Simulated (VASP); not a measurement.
# MnF2 (P4_2/mnm) in VASP: single point with PBEsol+U

Aim: the single point of MnF2 with PBEsol+U.

All numbers are computed with VASP 6.6.1; they aren't measurements. Logs are shortened: lines on timing, memory, paths and dates and some standing lists are left out, and cuts for length are marked.

## (1) The cell of the first run

The structure is tetragonal, space group P4_2/mnm (No. 136). Conventional cell: a = 4.874 Å, b = 4.874 Å, c = 3.311 Å, α = 90.00°, β = 90.00°, γ = 90.00°. Within 2.8 Å of Mn (site symmetry mmm) lie 6 F at 2.10 to 2.13 Å. Within 2.8 Å of F (site symmetry m2m) lie 3 Mn at 2.10 to 2.13 Å and 1 F at 2.68 Å.

## (2) Single point, PBEsol+U, collinear spin, antiferromagnetic start

The input, INCAR:

```
  ALGO = Normal
  EDIFF = 1E-7
  ENCUT = 520
  GGA = PS
  ISIF = 2
  ISMEAR = -1
  ISPIN = 2
  LASPH = T
  LCHARG = F
  LDAU = T
  LDAUJ = 0 0
  LDAUL = 2 -1
  LDAUPRINT = 1
  LDAUTYPE = 2
  LDAUU = 6 0
  LMAXMIX = 4
  LORBIT = 11
  LREAL = F
  LWAVE = F
  MAGMOM = 5.2 -5.2 0 0 0 0
  NBANDS = 40
  NELM = 150
  PREC = Accurate
  SIGMA = 0.15
```

The input, KPOINTS:

```
k-points
0
Gamma
  5 5 7
```

The input, POSCAR:

```
MnF2
1.0
    4.8738000000      0.0000000000      0.0000000000
    0.0000000000      4.8738000000      0.0000000000
    0.0000000000      0.0000000000      3.3107000000
Mn F
2 4
Direct
    0.0000000000      0.0000000000      0.0000000000
    0.5000000000      0.5000000000      0.5000000000
    0.3053000000      0.3053000000      0.0000000000
    0.1947000000      0.8053000000      0.5000000000
    0.6947000000      0.6947000000      0.0000000000
    0.8053000000      0.1947000000      0.5000000000
```

Potentials or basis: VASP PAW PBE potentials, release 64 (Mn_pv, F).

Launch:

```sh
$ cat potpaw_PBE.64/Mn_pv/POTCAR potpaw_PBE.64/F/POTCAR > POTCAR
$ mpirun -np 1 vasp_std > vasp.out
```

OUTCAR:

```text
EDIFF = 1E-7
   ENCUT = 520
   GGA = PS
   ISIF = 2
   ISMEAR = -1
   ISPIN = 2
   LASPH = T
   LORBIT = 11
   LREAL = F
   NELM = 150
   PREC = Accurate

 ion  position               nearest neighbor table
   1  0.000  0.000  0.000-   3 2.10   5 2.10   4 2.13   6 2.13   4 2.13   6 2.13
   2  0.500  0.500  0.500-   4 2.10   6 2.10   5 2.13   3 2.13   3 2.13   5 2.13
   3  0.305  0.305  0.000-   1 2.10   2 2.13   2 2.13
   4  0.195  0.805  0.500-   2 2.10   1 2.13   1 2.13
   5  0.695  0.695  0.000-   1 2.10   2 2.13   2 2.13
   6  0.805  0.195  0.500-   2 2.10   1 2.13   1 2.13

  LATTYP: Found a simple tetragonal cell.
 ALAT       =     4.8738000000
 C/A-ratio  =     0.6792851574

  Lattice vectors:

 A1 = (   4.8738000000,   0.0000000000,   0.0000000000)
 A2 = (   0.0000000000,   4.8738000000,   0.0000000000)
 A3 = (   0.0000000000,   0.0000000000,   3.3107000000)

Analysis of symmetry for initial positions (statically):
=====================================================================
 Subroutine PRICEL returns:
 Original cell was already a primitive cell.

 Routine SETGRP: Setting up the symmetry group for a
 simple tetragonal supercell.

 Subroutine GETGRP returns: Found 16 space group operations
 (whereof  8 operations were pure point group operations)
 out of a pool of 16 trial point group operations.

The static configuration has the point symmetry D_2h.
 The point group associated with its full space group is D_4h.

Analysis of symmetry for dynamics (positions and initial velocities):
=====================================================================
 Subroutine PRICEL returns:
 Original cell was already a primitive cell.

 Routine SETGRP: Setting up the symmetry group for a
 simple tetragonal supercell.

 Subroutine GETGRP returns: Found 16 space group operations
 (whereof  8 operations were pure point group operations)
 out of a pool of 16 trial point group operations.

The dynamic configuration has the point symmetry D_2h.
 The point group associated with its full space group is D_4h.

Analysis of structural, dynamic, and magnetic symmetry:
=====================================================================
 Subroutine PRICEL returns:
 Original cell was already a primitive cell.

 Routine SETGRP: Setting up the symmetry group for a
 simple tetragonal supercell.

 Subroutine GETGRP returns: Found 16 space group operations
 (whereof  8 operations were pure point group operations)
 out of a pool of 16 trial point group operations.

The overall configuration has the point symmetry D_2h.
 The point group associated with its full space group is D_4h.

 Subroutine INISYM returns: Found 16 space group operations
 (whereof  8 operations are pure point group operations),
 and found     1 'primitive' translations

----------------------------------------------------------------------------------------

                                     Primitive cell

  volume of cell :      78.6421

  direct lattice vectors                    reciprocal lattice vectors
     4.873800000  0.000000000  0.000000000     0.205178711  0.000000000  0.000000000
     0.000000000  4.873800000  0.000000000     0.000000000  0.205178711  0.000000000
     0.000000000  0.000000000  3.310700000     0.000000000  0.000000000  0.302050926

  length of vectors
     4.873800000  4.873800000  3.310700000     0.205178711  0.205178711  0.302050926

  position of ions in fractional coordinates (direct lattice)
     0.000000000  0.000000000  0.000000000
     0.500000000  0.500000000  0.500000000
     0.305300000  0.305300000  0.000000000
[... 153 lines left out ...]
  o =  0.9495  v = -0.6024 -0.0000 -0.7982  0.0000  0.0000  0.0000  0.0000  0.0000  0.0000  0.0000      0.0000  0.0000  0.0000  0.0000  0.0000  0.0000  0.0000  0.0000  0.0000  0.0000
  o =  0.9524  v =  0.0000 -0.7071  0.0000 -0.7071 -0.0000  0.0000  0.0000  0.0000  0.0000  0.0000      0.0000  0.0000  0.0000  0.0000  0.0000  0.0000  0.0000  0.0000  0.0000  0.0000
  o =  0.9524  v = -0.0000  0.0000 -0.0000  0.0000 -1.0000  0.0000  0.0000  0.0000  0.0000  0.0000      0.0000  0.0000  0.0000  0.0000  0.0000  0.0000  0.0000  0.0000  0.0000  0.0000
  o =  0.9864  v =  0.0000 -0.7071  0.0000  0.7071 -0.0000  0.0000  0.0000  0.0000  0.0000  0.0000      0.0000  0.0000  0.0000  0.0000  0.0000  0.0000  0.0000  0.0000  0.0000  0.0000
  o =  0.9897  v = -0.7982 -0.0000  0.6024  0.0000  0.0000  0.0000  0.0000  0.0000  0.0000  0.0000      0.0000  0.0000  0.0000  0.0000  0.0000  0.0000  0.0000  0.0000  0.0000  0.0000

atom =   2  type =  1  l = 2

 onsite density matrix

spin component  1

  0.0399  0.0000  0.0224  0.0000  0.0000
  0.0000  0.0326  0.0000  0.0192  0.0000
  0.0224  0.0000  0.0279  0.0000 -0.0000
  0.0000  0.0192  0.0000  0.0326  0.0000
  0.0000  0.0000 -0.0000  0.0000  0.0116

spin component  2

  0.9751  0.0000  0.0193  0.0000 -0.0000
  0.0000  0.9694  0.0000  0.0170  0.0000
  0.0193  0.0000  0.9641  0.0000  0.0000
  0.0000  0.0170  0.0000  0.9694  0.0000
 -0.0000  0.0000  0.0000  0.0000  0.9524

 occupancies and eigenvectors

  o =  0.0107  v = -0.6085 -0.0000  0.7936  0.0000  0.0000  0.0000  0.0000  0.0000  0.0000  0.0000      0.0000  0.0000  0.0000  0.0000  0.0000  0.0000  0.0000  0.0000  0.0000  0.0000
  o =  0.0116  v = -0.0000  0.0000  0.0000  0.0000 -1.0000  0.0000  0.0000  0.0000  0.0000  0.0000      0.0000  0.0000  0.0000  0.0000  0.0000  0.0000  0.0000  0.0000  0.0000  0.0000
  o =  0.0134  v =  0.0000  0.7071  0.0000 -0.7071  0.0000  0.0000  0.0000  0.0000  0.0000  0.0000      0.0000  0.0000  0.0000  0.0000  0.0000  0.0000  0.0000  0.0000  0.0000  0.0000
  o =  0.0519  v =  0.0000  0.7071  0.0000  0.7071  0.0000  0.0000  0.0000  0.0000  0.0000  0.0000      0.0000  0.0000  0.0000  0.0000  0.0000  0.0000  0.0000  0.0000  0.0000  0.0000
  o =  0.0571  v = -0.7936 -0.0000 -0.6085  0.0000  0.0000  0.0000  0.0000  0.0000  0.0000  0.0000      0.0000  0.0000  0.0000  0.0000  0.0000  0.0000  0.0000  0.0000  0.0000  0.0000
  o =  0.9495  v =  0.0000  0.0000  0.0000  0.0000  0.0000 -0.6024 -0.0000  0.7982  0.0000 -0.0000      0.0000  0.0000  0.0000  0.0000  0.0000  0.0000  0.0000  0.0000  0.0000  0.0000
  o =  0.9524  v =  0.0000  0.0000  0.0000  0.0000  0.0000  0.0000  0.7071  0.0000 -0.7071 -0.0000      0.0000  0.0000  0.0000  0.0000  0.0000  0.0000  0.0000  0.0000  0.0000  0.0000
  o =  0.9524  v =  0.0000  0.0000  0.0000  0.0000  0.0000 -0.0000  0.0000  0.0000  0.0000  1.0000      0.0000  0.0000  0.0000  0.0000  0.0000  0.0000  0.0000  0.0000  0.0000  0.0000
  o =  0.9864  v =  0.0000  0.0000  0.0000  0.0000  0.0000  0.0000 -0.7071  0.0000 -0.7071  0.0000      0.0000  0.0000  0.0000  0.0000  0.0000  0.0000  0.0000  0.0000  0.0000  0.0000
  o =  0.9897  v =  0.0000  0.0000  0.0000  0.0000  0.0000 -0.7982 -0.0000 -0.6024  0.0000 -0.0000      0.0000  0.0000  0.0000  0.0000  0.0000  0.0000  0.0000  0.0000  0.0000  0.0000

 number of electron      54.0000033 magnetization       0.0000000

 Free energy of the ion-electron system (eV)
  ---------------------------------------------------
  ext. energy  EPLUGINS =         0.00000000
  ---------------------------------------------------
  free energy    TOTEN  =       -38.50862877 eV

  energy without entropy =      -38.50862792  energy(sigma->0) =      -38.50862835

 E-fermi :   3.0682     XC(G=0):  -9.9733

 val. band max:        0.7916472923   @ k =   0.2000   0.2000   0.0000
 cond. band min:       4.7563189197   @ k =   0.0000   0.0000   0.0000
 fundamental gap:      3.9646716274
 Fermi energy:         3.0681877636

 spin component 1

 k-point     1 :       0.0000    0.0000    0.0000
  band No.  band energies     occupation
      1     -46.6851      1.00000
      2     -46.6281      1.00000
      3     -46.6203      1.00000
      4     -41.6697      1.00000
      5     -41.6086      1.00000
      6     -41.5976      1.00000
[... 997 lines left out ...]
     38      12.6551      0.00000
     39      13.1975      0.00000
 Fermi energy:         3.0681877636

 spin component 2

 k-point     1 :       0.0000    0.0000    0.0000
  band No.  band energies     occupation
      1     -46.6851      1.00000
      2     -46.6281      1.00000
      3     -46.6203      1.00000
      4     -41.6697      1.00000
      5     -41.6086      1.00000
      6     -41.5976      1.00000
[... 997 lines left out ...]
     38      12.6842      0.00000
     39      12.8566      0.00000
 [bands above 39 left out]

------------------------ aborting loop because EDIFF is reached ----------------------------------------

  FORCE on cell =-STRESS in cart. coord.  units (eV):
  Direction    XX          YY          ZZ          XY          YZ          ZX
  --------------------------------------------------------------------------------------
  -------------------------------------------------------------------------------------
  Total        0.3931332      0.3931332      0.3298894      0.0000000      0.0000000      0.0000000
  in kB        8.0093095      8.0093095      6.7208433      0.0000000      0.0000000      0.0000000
  external PRESSURE =       7.5798207 kB  Pullay stress =       0.0000000 kB

 VOLUME and BASIS-vectors are now :
 -----------------------------------------------------------------------------
  energy-cutoff  :      520.00
  volume of cell :       78.64
      direct lattice vectors                 reciprocal lattice vectors
     4.873800000  0.000000000  0.000000000     0.205178711  0.000000000  0.000000000
     0.000000000  4.873800000  0.000000000     0.000000000  0.205178711  0.000000000
     0.000000000  0.000000000  3.310700000     0.000000000  0.000000000  0.302050926

 POSITION                                       TOTAL-FORCE (eV/Angst)
 -----------------------------------------------------------------------------------
      0.00000      0.00000      0.00000         0.000000      0.000000      0.000000
      2.43690      2.43690      1.65535         0.000000      0.000000      0.000000
      1.48797      1.48797      0.00000        -0.015600     -0.015600     -0.000000
      0.94893      3.92487      1.65535         0.015600     -0.015600     -0.000000
      3.38583      3.38583      0.00000         0.015600      0.015600      0.000000
      3.92487      0.94893      1.65535        -0.015600      0.015600      0.000000
 -----------------------------------------------------------------------------------
    total drift:                                0.000000      0.000000      0.000000

  FREE ENERGIE OF THE ION-ELECTRON SYSTEM (eV)
  ---------------------------------------------------
  free  energy   TOTEN  =       -38.5086287749 eV

  energy  without entropy=      -38.5086279225  energy(sigma->0) =      -38.50862835

 total charge

# of ion       s       p       d       tot
------------------------------------------
    1        0.167   6.151   4.956  11.274
    2        0.167   6.151   4.956  11.274
    3        1.731   4.367   0.000   6.098
    4        1.731   4.367   0.000   6.098
    5        1.731   4.367   0.000   6.098
    6        1.731   4.367   0.000   6.098
--------------------------------------------------
tot          7.256  29.772   9.912  46.940

 magnetization (x)

# of ion       s       p       d       tot
------------------------------------------
    1        0.019   0.019   4.675   4.713
    2       -0.019  -0.019  -4.675  -4.713
    3       -0.002  -0.011   0.000  -0.013
    4        0.002   0.011   0.000   0.013
    5       -0.002  -0.011   0.000  -0.013
    6        0.002   0.011   0.000   0.013
--------------------------------------------------
tot          0.000   0.000   0.000   0.000
```

It took 4.8 min on 1 thread of Oxide Virtual Turin-like, shared host; peak memory 0.24 GiB.

What came out:

- Free energy: -38.5086 eV
- Pressure: 0.8 GPa
- Largest force: 0.022 eV/Å
- Band gap on the k mesh: 3.96 eV, indirect (least direct gap 4.00 eV)
- Net moment: 0.00 μB per cell
- Site moments: Mn +4.71, -4.71; F -0.01, +0.01 μB
- Valence electrons inside the program's atomic spheres: Mn 11.27; F 6.10

Forces on the atoms (eV/Å):
```
Mn   0.000  0.000  0.000
Mn   0.000  0.000  0.000
F   -0.016 -0.016  0.000
F    0.016 -0.016  0.000
F    0.016  0.016  0.000
F   -0.016  0.016  0.000
```

Eigenvalues of the final occupation matrices:
| site | spin | trace | eigenvalues |
| --- | --- | --- | --- |
| site 1 d | 1 | 4.83 | 0.95 0.95 0.95 0.99 0.99 |
| site 1 d | 2 | 0.14 | 0.01 0.01 0.01 0.05 0.06 |
| site 2 d | 1 | 0.14 | 0.01 0.01 0.01 0.05 0.06 |
| site 2 d | 2 | 4.83 | 0.95 0.95 0.95 0.99 0.99 |

Caveat: the PAW data sets were made with another functional, which shifts forces and pressure a little. A k mesh can miss the band edges.
